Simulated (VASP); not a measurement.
Write the native input for VASP 6.6.1 that does the following.

| Property | Result |
| --- | --- |
| Task | single point |
| Functional | PBE |
| Potentials or basis | VASP PAW PBE potentials, release 64 (Ti_sv, Ru_pv, Au) |
| Cutoff | 520 eV |
| k mesh | 3 × 3 × 1 |
| Occupations | fermi-dirac, width 0.1 eV |
| Spin | no spin polarisation |
| Dipole correction | no |
| Further INCAR settings | LREAL = Auto; ALGO = Normal; EDIFF = 1e-06; NBANDS = 124 |

The structure of Ti8Ru8Au lies in POSCAR:

```
Ti8Ru8Au
1.0
    6.1400000000      0.0000000000      0.0000000000
    0.0000000000      6.1400000000      0.0000000000
    0.0000000000      0.0000000000     16.6050000000
Ti Ru Au
8 8 1
Direct
    0.2511161238      0.2495073290      0.1343097862
    0.2616667752      0.2534045603      0.3222258356
    0.2511022801      0.7502021173      0.1343041855
    0.2617449511      0.7461578176      0.3222012647
    0.7518933225      0.2493482085      0.1343190605
    0.7541073290      0.2546280130      0.3225672388
    0.7518775244      0.7503488599      0.1343197832
    0.7542055375      0.7449353420      0.3225754291
    0.0000000000      0.0000000000      0.0602228245
    0.0067089577     -0.0001408795      0.2413327311
    0.0000000000      0.5000000000      0.0602228245
    0.0051900651      0.4998737785      0.2395430894
    0.5000000000      0.0000000000      0.0602228245
    0.5045060261     -0.0001314332      0.2399001506
    0.5000000000      0.5000000000      0.0602228245
    0.5029291531      0.4998874593      0.2364705812
    0.5809446254      0.4995242671      0.4405777778
```

The input as run:

INCAR

```
SYSTEM = Ti8Ru8Au
  PREC = Accurate
  ENCUT = 520
  EDIFF = 1E-6
  ISMEAR = -1
  SIGMA = 0.1
  LREAL = Auto
  LASPH = .True.
  NELM = 100
  ALGO = Normal
  ISIF = 2
  LWAVE = .False.
  LCHARG = .True.
  GGA = PE
  LELF = .True.
  LVHAR = .True.
  NBANDS = 124
```

KPOINTS

```
regular mesh
0
Gamma
  3 3 1
  0 0 0
```

Potentials or basis: VASP PAW PBE potentials, release 64 (Ti_sv, Ru_pv, Au).

Run with:

```console
$ cat potpaw_PBE.64/Ti_sv/POTCAR potpaw_PBE.64/Ru_pv/POTCAR potpaw_PBE.64/Au/POTCAR > POTCAR
$ mpirun -np 1 vasp_std > vasp.out
```

Results of the run:

```
Largest force          : 0.384 eV/Å
Band gap on the k mesh : zero (an odd number of electrons rules out a gap without spin polarisation)
```

Caveat: there is no dipole correction, which matters where the two faces differ; spin-orbit coupling is left out, which moves the levels of the heavy elements.

Run time: 32 min on 1 thread of Intel Xeon 8259CL (shared host), peak memory 0.76 GiB.
